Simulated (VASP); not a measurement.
A run of VASP 6.6.1 is set up as follows.

Contents of INCAR:

```
PREC = Accurate
ENCUT = 600
EDIFF = 1E-6
ISMEAR = 0
SIGMA = 0.1
LREAL = F
LASPH = T
NELM = 60
ALGO = Normal
ISIF = 3
LWAVE = F
LCHARG = F
GGA = PE
IBRION = 2
NSW = 100
EDIFFG = -0.015
```

File KPOINTS:

```
Automatic mesh
0
Gamma
  8 8 4
```

File POSCAR:

```
Be3H
1.0
    3.0746173875      0.0051661742     -0.0516539419
    0.0051661742      3.1662771220     -0.0047674094
   -0.1033078839     -0.0095348187      6.1493111162
Be H
6 2
Direct
    0.9691109592      0.4803211367      0.2632308997
    0.0362843515      0.5169451211      0.7658537739
    0.4606110536      0.9694984785      0.2667732833
    0.4918344378      0.9899038541      0.7446900543
    0.5472864657      0.4746540810      0.0058525580
    0.4684464252      0.5126764437      0.5011332295
   -0.0144428199      0.0056218770      0.4537493188
    0.0408691269      1.0503790079     -0.0012831176
```

Potentials or basis: VASP PAW PBE potentials, release 64 (Be, H).

Launch:

```bash
$ cat potpaw_PBE.64/Be/POTCAR potpaw_PBE.64/H/POTCAR > POTCAR
$ mpirun -np 1 vasp_std > vasp.out
```

(1) What does it give for the relaxed volume?

(2) What does it give for the band gap on the k mesh?

(3) What does it give for the relaxed cell?

Results:

(1) 7.89 Å³/atom.

(2) zero (bands 7 and 8 overlap by 2.47 eV).

(3) a = 2.258 Å, b = 3.731 Å, c = 7.500 Å, α = 92.12°, β = 90.02°, γ = 90.04°.

Caveat: a cell axis changed by over 15 % at a fixed basis, so the end point is rough.
